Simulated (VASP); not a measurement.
Set up this calculation in VASP 6.6.1, as the native input.

| Item | Value |
| --- | --- |
| Task | single point |
| Functional | r2SCAN |
| Potentials or basis | VASP PAW PBE potentials, release 64 (Y_sv, N, Al) |
| Cutoff | 520 eV |
| k mesh | 10 × 10 × 10 |
| Occupations | fermi-dirac, width 0.02 eV |
| Spin | no spin polarisation |
| Dipole correction | no |
| Further INCAR settings | ALGO = Normal; EDIFF = 1e-06; NBANDS = 29 |

Crystal: Y2AlN3.

```
Y N Al
1.0
    -1.68960    1.68960    6.84393
     1.68960   -1.68960    6.84393
     1.68960    1.68960   -6.84393
Y N Al
2 3 1
Direct
  0.84174 0.84174 0.00000
  0.15826 0.15826 0.00000
  0.65026 0.65026 0.00000
  0.00000 0.00000 0.00000
  0.34974 0.34974 0.00000
  0.50000 0.50000 0.00000
```

One way to write it, as run:

POSCAR

```
Y2AlN3
1.0
   -1.6896008113      1.6896008113      6.8439318640
    1.6896008113     -1.6896008113      6.8439318640
    1.6896008113      1.6896008113     -6.8439318640
Y N Al
2 3 1
Direct
    0.8417428716      0.8417428716      0.0000000000
    0.1582571284      0.1582571284      0.0000000000
    0.6502634403      0.6502634403      0.0000000000
    0.0000000000      0.0000000000      0.0000000000
    0.3497365597      0.3497365597      0.0000000000
    0.5000000000      0.5000000000      0.0000000000
```

INCAR.step1

```
SYSTEM = Y2AlN3
  PREC = Accurate
  ENCUT = 520
  ISMEAR = -1
  SIGMA = 0.02
  LREAL = .FALSE.
  LASPH = .TRUE.
  NELM = 80
  NBANDS = 29
  GGA = PE
  ALGO = Normal
  EDIFF = 1E-4
  LWAVE = .TRUE.
  LCHARG = .FALSE.
```

INCAR.step2

```
SYSTEM = Y2AlN3
  PREC = Accurate
  ENCUT = 520
  EDIFF = 1E-6
  ISMEAR = -1
  SIGMA = 0.02
  LREAL = .FALSE.
  LASPH = .TRUE.
  NELM = 80
  ALGO = Normal
  ISIF = 2
  LWAVE = .FALSE.
  LCHARG = .FALSE.
  METAGGA = R2SCAN
  LMIXTAU = .TRUE.
  NBANDS = 29
  ISTART = 1
```

KPOINTS

```
Automatic mesh
0
G
  10 10 10
  0 0 0
```

Potentials or basis: VASP PAW PBE potentials, release 64 (Y_sv, N, Al).

Run with:

```sh
$ cat potpaw_PBE.64/Y_sv/POTCAR potpaw_PBE.64/N/POTCAR potpaw_PBE.64/Al/POTCAR > POTCAR
$ cp INCAR.step1 INCAR
$ mpirun -np 1 vasp_std > vasp.out
$ cp INCAR.step2 INCAR
$ mpirun -np 1 vasp_std > vasp.out
```

It gave:

| Property | Result |
| --- | --- |
| Pressure | 0.0 GPa |
| Largest force | 0.025 eV/Å |
| Band gap on the k mesh | 0.92 eV (least direct gap 1.09 eV) |

Caveat: the PAW data sets were made with another functional, which shifts forces and pressure a little.

It took 30 min on 1 thread of AMD EPYC 9R45 96-Core Processor (Zen 5), on a shared host, peak memory 0.59 GiB.
